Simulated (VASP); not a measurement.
Here is a VASP 6.6.1 calculation.

File INCAR:

```
PREC = Accurate
ENCUT = 520
EDIFF = 1E-6
ISMEAR = -1
SIGMA = 0.03
LREAL = F
LASPH = T
NELM = 80
ALGO = Normal
ISIF = 2
LWAVE = F
LCHARG = T
LELF = T
LVHAR = T
NBANDS = 16
```

File KPOINTS:

```
Automatic mesh
0
Gamma
  9 9 9
```

Contents of POSCAR:

```
Cs
1.0
   -2.5707596849      2.5707596849      9.6596187484
    2.5707596849     -2.5707596849      9.6596187484
    2.5707596849      2.5707596849     -9.6596187484
Cs
2
Direct
    0.2500000000      0.7500000000      0.5000000000
    0.5000000000      0.5000000000      0.0000000000
```

Potentials or basis: VASP PAW LDA potentials, release 64 (Cs_sv).

The run is started by

```console
$ cat potpaw_LDA.64/Cs_sv/POTCAR > POTCAR
$ mpirun -np 1 vasp_std > vasp.out
```

(1) Estimate the band gap on the k mesh.

(2) What does it give for the pressure?

## Answers

(1) zero (bands 9 and 10 overlap by 1.56 eV).

(2) -0.3 GPa.

Caveat: spin-orbit coupling is left out, which moves the levels of the heavy elements.
